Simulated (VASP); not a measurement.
SiC, 8 atoms in the cell. Symmetry: P6_3mc, No. 186, hexagonal system. The conventional cell has a = 2.985 Å, b = 2.985 Å, c = 9.774 Å, α = 90.00°, β = 90.00°, γ = 120.00°. Si (site symmetry 3m) has 4 C at 1.83 Å within 2.4 Å. Si (site symmetry 3m) has 4 C at 1.83 to 1.84 Å within 2.4 Å. Within 2.4 Å of C (site symmetry 3m) lie 4 Si at 1.83 Å. C (site symmetry 3m) has 4 Si at 1.83 to 1.84 Å within 2.4 Å.  This cell differs from its parent crystal: strain -3.0%.

```yaml
Program: VASP 6.6.1
Task: single point
Functional: PBE
Potentials_or_basis: VASP PAW PBE potentials, release 64 (Si, C)
Cutoff: 520 eV
k_mesh: 12 × 12 × 4
Occupations: fermi-dirac, width 0.02 eV
Spin: no spin polarisation
Dipole_correction: no
Further_INCAR_settings: ALGO = Normal; EDIFF = 1e-06; NBANDS = 26
```

Potentials or basis: VASP PAW PBE potentials, release 64 (Si, C).

Run with:

```bash
$ cat potpaw_PBE.64/Si/POTCAR potpaw_PBE.64/C/POTCAR > POTCAR
$ mpirun -np 1 vasp_std > vasp.out
```

Hardware: 1 thread of Intel(R) Xeon(R) 6975P-C (Granite Rapids), on a shared host.

**Question.** Estimate the wall time of this run.

**Answer.** It took 44 s on 1 thread of Intel(R) Xeon(R) 6975P-C (Granite Rapids) (shared host), peak memory 0.24 GiB. Counts: scf iterations 12, k points 57.
